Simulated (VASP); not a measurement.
# AlCo (NiAs type) (P6_3/mmc) in VASP: further runs

AlCo (NiAs type) is run at these levels: PBE; tasks: single point, relaxation of cell and atoms.

Everything below comes from runs of VASP 6.6.1. Logs are shortened: lines on timing, memory, paths and dates and some standing lists are left out, and cuts for length are marked.

## 1. The cell of the first run

It takes space group P6_3/mmc (No. 194, hexagonal). Conventional cell: a = 2.526 Å, b = 2.526 Å, c = 7.220 Å, α = 90.00°, β = 90.00°, γ = 120.00°. Co (site symmetry -3m) has 6 Al at 2.32 Å and 6 Co at 2.53 Å within 3.1 Å. Al (site symmetry -6m2) has 6 Co at 2.32 Å and 6 Al at 2.53 Å within 3.1 Å.

## 2. Single point, PBE

File INCAR:

```
SYSTEM = AlCo
ALGO = Normal
EDIFF = 1E-6
ENCUT = 690
GGA = PE
GGA_COMPAT = .FALSE.
ISIF = 2
ISMEAR = -1
LASPH = .TRUE.
LCHARG = .FALSE.
LREAL = .FALSE.
LWAVE = .FALSE.
NBANDS = 28
NELM = 120
PREC = Accurate
SIGMA = 0.08
```

File KPOINTS:

```
k-points
0
G
  11 11 7
  0 0 0
```

File POSCAR:

```
AlCo
1.0
    2.5255159869      0.0000000000      0.0000000000
   -1.2627579935      2.1871610023      0.0000000000
    0.0000000000      0.0000000000      7.2201375898
Co Al
2 2
Direct
    0.0000000000      0.0000000000      0.0000000000
    0.0000000000      0.0000000000      0.5000000000
    0.3333333333      0.6666666667      0.2500000000
    0.6666666667      0.3333333333      0.7500000000
```

Potentials or basis: VASP PAW PBE potentials, release 64 (Co_sv, Al).

The run is started by

```
cat potpaw_PBE.64/Co_sv/POTCAR potpaw_PBE.64/Al/POTCAR > POTCAR
mpirun -np 1 vasp_std > vasp.out
```

OUTCAR:

```text
SYSTEM = AlCo
   EDIFF = 1E-6
   ENCUT = 690
   GGA = PE
   ISIF = 2
   ISMEAR = -1
   LASPH = .TRUE.
   LREAL = .FALSE.
   NELM = 120
   PREC = Accurate

 ion  position               nearest neighbor table
   1  0.000  0.000  0.000-   3 2.32   4 2.32   4 2.32   3 2.32   4 2.32   3 2.32
   2  0.000  0.000  0.500-   3 2.32   4 2.32   4 2.32   3 2.32   4 2.32   3 2.32
   3  0.333  0.667  0.250-   1 2.32   2 2.32   1 2.32   2 2.32   1 2.32   2 2.32
   4  0.667  0.333  0.750-   1 2.32   2 2.32   1 2.32   2 2.32   1 2.32   2 2.32

  LATTYP: Found a hexagonal cell.
 ALAT       =     2.5255159869
 C/A-ratio  =     2.8588762167

  Lattice vectors:

 A1 = (   2.5255159869,   0.0000000000,   0.0000000000)
 A2 = (  -1.2627579935,   2.1871610023,   0.0000000000)
 A3 = (   0.0000000000,   0.0000000000,   7.2201375898)

Analysis of symmetry for initial positions (statically):
=====================================================================
 Subroutine PRICEL returns:
 Original cell was already a primitive cell.

 Routine SETGRP: Setting up the symmetry group for a
 hexagonal supercell.

 Subroutine GETGRP returns: Found 24 space group operations
 (whereof 12 operations were pure point group operations)
 out of a pool of 24 trial point group operations.

The static configuration has the point symmetry D_3d.
 The point group associated with its full space group is D_6h.

Analysis of symmetry for dynamics (positions and initial velocities):
=====================================================================
 Subroutine PRICEL returns:
 Original cell was already a primitive cell.

 Routine SETGRP: Setting up the symmetry group for a
 hexagonal supercell.

 Subroutine GETGRP returns: Found 24 space group operations
 (whereof 12 operations were pure point group operations)
 out of a pool of 24 trial point group operations.

The dynamic configuration has the point symmetry D_3d.
 The point group associated with its full space group is D_6h.

 Subroutine INISYM returns: Found 24 space group operations
 (whereof 12 operations are pure point group operations),
 and found     1 'primitive' translations

----------------------------------------------------------------------------------------

                                     Primitive cell

  volume of cell :      39.8819

  direct lattice vectors                    reciprocal lattice vectors
     2.525515987  0.000000000  0.000000000     0.395958689  0.228606856  0.000000000
    -1.262757993  2.187161002  0.000000000     0.000000000  0.457213712  0.000000000
[... 90 lines left out ...]
   LREAL  =      F    real-space projection
   EDIFFG = 0.1E-04   stopping-criterion for IOM
   NSW    =      0    number of steps for IOM
   IBRION =     -1    ionic relax: 0-MD 1-quasi-New 2-CG
   NFREE  =      0    steps in history (QN), initial steepest desc. (CG)
   ISIF   =      2    stress and relaxation
   ISYM   =      2    0-nonsym 1-usesym 2-fastsym
   POTIM  = 0.5000    time-step for ionic-motion
   TEBEG  =    0.0;   TEEND  =   0.0 temperature during run
   PSTRESS=    0.0 pullay stress
   NELECT =      40.0000    total number of electrons
   NUPDOWN=      -1.0000    fix difference up-down
   EMIN   =  10.00;   EMAX   =-10.00  energy-range for DOS
   EFERMI =   0.00;   METHOD = LEGACY
   ISMEAR =    -1;   SIGMA  =   0.08  broadening in eV -4-tet -1-fermi 0-gaus
   EFERMI_NEDOS =   21; number of points for ismear=-14 and -15
   IALGO  =     38    algorithm
   IMIX   =      4    mixing-type and parameters
     AMIX     =   0.40;   BMIX     =  1.00
     AMIX_MAG =   1.60;   BMIX_MAG =  1.00
  volume/ion in A,a.u.               =       9.97        67.28
  Fermi-wavevector in a.u.,A,eV,Ry     =   1.638712  3.096717 36.536786  2.685378
  Thomas-Fermi vector in A             =   2.729639
   LORBIT       =      0    0 simple, 1 ext, 2 COOP (PROOUT), +10 PAW based schemes
   GGA     = PE    functional components
   LHFCALC =     F    Hartree Fock is set to
   AEXX    =    0.0000 exact exchange contribution
   IVDW    =     0    specifies the selected vdW correction
   LEPSILON=     F    determine dielectric tensor
   LRPA    =     F    only Hartree local field effects (RPA)
 non-spin polarized calculation
  energy-cutoff  :      690.00
  volume of cell :       39.88
 maximum number of plane-waves:      1675
 NGX is ok and might be reduce to    24
   NGX = 11   NGY = 11   NGZ = 31

 number of electron      39.9999980 magnetization

 Free energy of the ion-electron system (eV)
  ---------------------------------------------------
  ext. energy  EPLUGINS =         0.00000000
  ---------------------------------------------------
  free energy    TOTEN  =       -21.85880553 eV

  energy without entropy =      -21.79917892  energy(sigma->0) =      -21.82899222

 E-fermi :  13.5304     XC(G=0): -13.2763

 val. band max:       13.5251715749   @ k =   0.3636   0.0909   0.4286
 cond. band min:      13.5717134642   @ k =   0.2727   0.1818   0.4286
 fundamental gap:      0.0465418893
 Fermi energy:        13.5304040474

 k-point     1 :       0.0000    0.0000    0.0000
  band No.  band energies     occupation
      1     -81.3521      2.00000
      2     -81.3519      2.00000
      3     -44.5885      2.00000
      4     -44.5842      2.00000
      5     -44.5823      2.00000
      6     -44.5823      2.00000
[... 733 lines left out ...]
     27      25.0224      0.00000
     28      26.0002      0.00000

 [... further k-points ...]

------------------------ aborting loop because EDIFF is reached ----------------------------------------

  FORCE on cell =-STRESS in cart. coord.  units (eV):
  Direction    XX          YY          ZZ          XY          YZ          ZX
  --------------------------------------------------------------------------------------
  -------------------------------------------------------------------------------------
  Total       12.2374843     12.2374843     12.2362263     -0.0000000     -0.0000000      0.0000000
  in kB      491.6164225    491.6164225    491.5658824     -0.0000000     -0.0000000      0.0000000
  external PRESSURE =     491.5995758 kB  Pullay stress =       0.0000000 kB

 VOLUME and BASIS-vectors are now :
 -----------------------------------------------------------------------------
  energy-cutoff  :      690.00
  volume of cell :       39.88
      direct lattice vectors                 reciprocal lattice vectors
     2.525515987  0.000000000  0.000000000     0.395958689  0.228606856  0.000000000
    -1.262757993  2.187161002  0.000000000     0.000000000  0.457213712  0.000000000
     0.000000000  0.000000000  7.220137590     0.000000000  0.000000000  0.138501516

 POSITION                                       TOTAL-FORCE (eV/Angst)
 -----------------------------------------------------------------------------------
      0.00000      0.00000      0.00000        -0.000000      0.000000      0.000000
      0.00000      0.00000      3.61007        -0.000000      0.000000      0.000000
     -0.00000      1.45811      1.80503         0.000000      0.000000      0.000000
      1.26276      0.72905      5.41510        -0.000000     -0.000000     -0.000000
 -----------------------------------------------------------------------------------
    total drift:                               -0.000000      0.000000      0.000000

  FREE ENERGIE OF THE ION-ELECTRON SYSTEM (eV)
  ---------------------------------------------------
  free  energy   TOTEN  =       -21.8588055257 eV

  energy  without entropy=      -21.7991789171  energy(sigma->0) =      -21.82899222
```

OSZICAR:

```text
N       E                     dE             d eps       ncg     rms          rms(c)
DAV:   1     0.719411067369E+03    0.71941E+03   -0.25222E+04  4740   0.399E+03
DAV:   2     0.334319064824E+02   -0.68598E+03   -0.66454E+03  5356   0.109E+03
DAV:   3    -0.247563182496E+02   -0.58188E+02   -0.56889E+02  5504   0.271E+02
DAV:   4    -0.259883028486E+02   -0.12320E+01   -0.12272E+01  5240   0.387E+01
DAV:   5    -0.260695773990E+02   -0.81275E-01   -0.81267E-01  5640   0.133E+01    0.238E+01
DAV:   6    -0.310433746605E+02   -0.49738E+01   -0.70983E+01  5232   0.183E+02    0.385E+01
DAV:   7    -0.218427422317E+02    0.92006E+01   -0.37073E+01  4604   0.111E+02    0.374E+00
DAV:   8    -0.219007613382E+02   -0.58019E-01   -0.13795E+00  5468   0.117E+01    0.242E+00
DAV:   9    -0.218619060001E+02    0.38855E-01   -0.11996E-01  4948   0.551E+00    0.118E+00
DAV:  10    -0.218588960038E+02    0.30100E-02   -0.18585E-02  5704   0.289E+00    0.391E-01
DAV:  11    -0.218589375035E+02   -0.41500E-04   -0.77436E-04  5696   0.353E-01    0.233E-01
DAV:  12    -0.218588095485E+02    0.12796E-03   -0.26922E-04  5208   0.319E-01    0.613E-02
DAV:  13    -0.218588054990E+02    0.40495E-05   -0.37553E-05  5488   0.109E-01    0.168E-02
DAV:  14    -0.218588055257E+02   -0.26635E-07   -0.12627E-06  2732   0.181E-02
   1 F= -.21858806E+02 E0= -.21828992E+02  d E =-.596266E-01
```

stdout:

```text
POSCAR found type information on POSCAR CoAl
 POSCAR found :  2 types and       4 ions
 scaLAPACK will be used
 LDA part: xc-table for (Slater+PW92), standard interpolation
 POSCAR, INCAR and KPOINTS ok, starting setup
 FFT: planning ... GRIDC
 FFT: planning ... GRID_SOFT
 FFT: planning ... GRID
 WAVECAR not read
 entering main loop
```

Run time: 40 s. Hardware: 1 thread of Intel Xeon 6975P-C (Granite Rapids), shared host; peak memory 0.24 GiB.

Results:

```yaml
Free_energy: -21.8588 eV
Pressure: 49.2 GPa
Band_gap_on_the_k_mesh: zero (bands 20 and 21 overlap by 1.87 eV)
```

Levels at points of the mesh, in eV from the Fermi level:
```
           k point  band 18  band 19  band 20  band 21  band 22  band 23  band 24  band 25
(0.00, 0.00, 0.00)    -1.69    -0.79    -0.79    -0.67    -0.67     4.32    10.64    14.81
```

Caveat: the cell stands under pressure; the run has no spin polarisation, though such a crystal can be magnetic.

## 3. Relaxation of cell and atoms, PBE, target pressure 50 GPa, at which the enthalpy is minimised

This run uses another cell than the first one, of 10.72 Å³/atom.

File INCAR:

```
SYSTEM = AlCo
  PREC = Accurate
  ENCUT = 600
  EDIFF = 1E-6
  ISMEAR = -1
  SIGMA = 0.08
  LREAL = .FALSE.
  LASPH = .TRUE.
  NELM = 100
  ALGO = Normal
  ISIF = 3
  LWAVE = .FALSE.
  LCHARG = .FALSE.
  GGA = PE
  IBRION = 2
  NSW = 60
  EDIFFG = -0.005
  PSTRESS = 500.0
```

File KPOINTS:

```
Automatic mesh
0
G
  11 11 7
  0 0 0
```

File POSCAR:

```
AlCo
1.0
    3.1724838180      0.0000000000      0.0000000000
   -1.5862419090      2.7474515795      0.0000000000
    0.0000000000      0.0000000000      4.9173499179
Co Al
2 2
Direct
    0.0000000000      0.0000000000      0.0000000000
    0.0000000000      0.0000000000      0.5000000000
    0.3333333333      0.6666666667      0.2500000000
    0.6666666667      0.3333333333      0.7500000000
```

Potentials or basis: VASP PAW PBE potentials, release 64 (Co, Al).

The run is started by

```
cat potpaw_PBE.64/Co/POTCAR potpaw_PBE.64/Al/POTCAR > POTCAR
mpirun -np 1 vasp_std > vasp.out
```

It took 12 min on 1 thread of AMD EPYC 9R14 (Zen 4), shared host; peak memory 0.19 GiB.

The run converged. Its results:

```
Free energy                                                : -21.6940 eV
Relaxed volume                                             : 9.96 Å³/atom
Relaxed cell                                               : a = 2.527 Å, b = 2.527 Å, c = 7.208 Å, α = 90.00°, β = 90.00°, γ = 120.00°
Space group after relaxing (to 0.1 Å)                      : P6_3/mmc (No. 194)
Energy change on relaxing (the run minimises the enthalpy) : -429.4 meV/atom
Ionic steps                                                : 22
Pressure after relaxing                                    : 50.0 GPa
Band gap on the k mesh                                     : zero (bands 12 and 13 overlap by 1.88 eV)
```

Step by step:
| step | energy change (eV) | largest force (eV/Å) | pressure (GPa) | volume (Å³) |
| --- | --- | --- | --- | --- |
| 1 | 0.0000 | 0.0000 | 54.70 | 42.86 |
| 2 | -0.8106 | 0.0000 | 38.09 | 44.77 |
| 3 | -1.0084 | 0.0000 | 33.55 | 45.35 |
| 4 | -1.0292 | 0.0000 | 33.91 | 45.10 |
| 5 | -1.0382 | 0.0000 | 36.00 | 44.22 |
| 6 | -1.2649 | 0.0000 | 44.30 | 41.95 |
| 7 | 0.2163 | 0.0000 | 96.40 | 35.76 |
| 8 | -1.2271 | 0.0000 | 60.81 | 39.10 |
| 9 | -0.7930 | 0.0000 | 74.98 | 37.48 |
| 10 | -0.9063 | 0.0000 | 70.50 | 37.77 |
| 11 | -0.8888 | 0.0000 | 71.92 | 37.67 |
| 12 | -1.1222 | 0.0000 | 66.02 | 38.20 |
| 13 | -1.6798 | 0.0000 | 51.13 | 39.73 |
| 14 | -1.7114 | 0.0000 | 50.29 | 39.83 |
| 15 | -1.7250 | 0.0000 | 49.90 | 39.87 |
| 16 | -1.7237 | 0.0000 | 49.94 | 39.87 |
| 17 | -1.7196 | 0.0000 | 50.06 | 39.85 |
| 18 | -1.7112 | 0.0000 | 50.19 | 39.83 |
| 19 | -1.7153 | 0.0000 | 50.07 | 39.84 |
| 20 | -1.7150 | 0.0000 | 50.32 | 39.84 |
| 21 | -1.7237 | 0.0000 | 49.85 | 39.87 |
| 22 | -1.7177 | 0.0000 | 50.03 | 39.85 |

Final structure:
```
Co Al
1.0
     2.52660    0.00000    0.00000
    -1.26330    2.18810    0.00000
     0.00000    0.00000    7.20781
Co Al
2 2
Direct
  0.00000 0.00000 0.00000
  0.00000 0.00000 0.50000
  0.33333 0.66667 0.25000
  0.66667 0.33333 0.75000
```

Levels at points of the mesh, in eV from the Fermi level:
```tsv
k point	band 10	band 11	band 12	band 13	band 14	band 15	band 16
(0.00, 0.00, 0.00)	-1.62	-0.80	-0.80	-0.68	-0.68	4.37	10.73
```

Caveat: the cell is relaxed towards a set pressure, so the run minimises the enthalpy, not the energy; a cell axis changed by over 15 % at a fixed basis, so the end point is rough; the run has no spin polarisation, though such a crystal can be magnetic. Spin polarisation is off, so any magnetic state and its effect on volume and gap are missing.

The gap in the log of VASP goes by the Fermi energy; the results here count the filled bands.